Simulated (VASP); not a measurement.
Runs of VASP 6.6.1 on HfN. The structure is that of space group Cmcm (No. 63), or close to it. The cells are those of the table. 

```tsv
task	cell	cutoff (eV)	k mesh for the DOS	occupations for the DOS	gap on the mesh (eV)	pressure (GPa)	largest force (eV/Å)
relaxation of cell and atoms	relaxed from a = 4.390, b = 4.390, c = 3.062 Å, angles 90.0, 90.0, 138.5°, 4 atoms	600	-	-	none	0.0	0.01
relaxation of shape and atoms at fixed volume	relaxed from a = 5.588, b = 5.588, c = 3.058 Å, angles 90.0, 90.0, 147.4°, 4 atoms	600	-	-	none	1.6	0.01
single point	a = 5.547, b = 5.547, c = 3.073 Å, angles 90.0, 90.0, 147.1°, 4 atoms	520	-	-	none	0.9	0.08
single point	a = 5.626, b = 5.626, c = 3.078 Å, angles 90.0, 90.0, 147.4°, 4 atoms	520	-	-	none	(a)	0.08
```

Alike in all rows: level PBEsol; potentials or basis VASP PAW PBE potentials, release 64 (Hf_pv, N); no spin polarisation; k mesh 10 × 10 × 10; smearing gaussian 0.05 eV.

Estimate the missing entries.

(a) -1.6.

Caveats: the PAW data sets were made with another functional, which shifts forces and pressure a little; spin-orbit coupling is left out, which moves the levels of the heavy elements.

A k mesh can miss the band edges, and the runs leave out spin-orbit coupling on Hf.

A gap of «none» marks levels without a gap at the run's occupations.
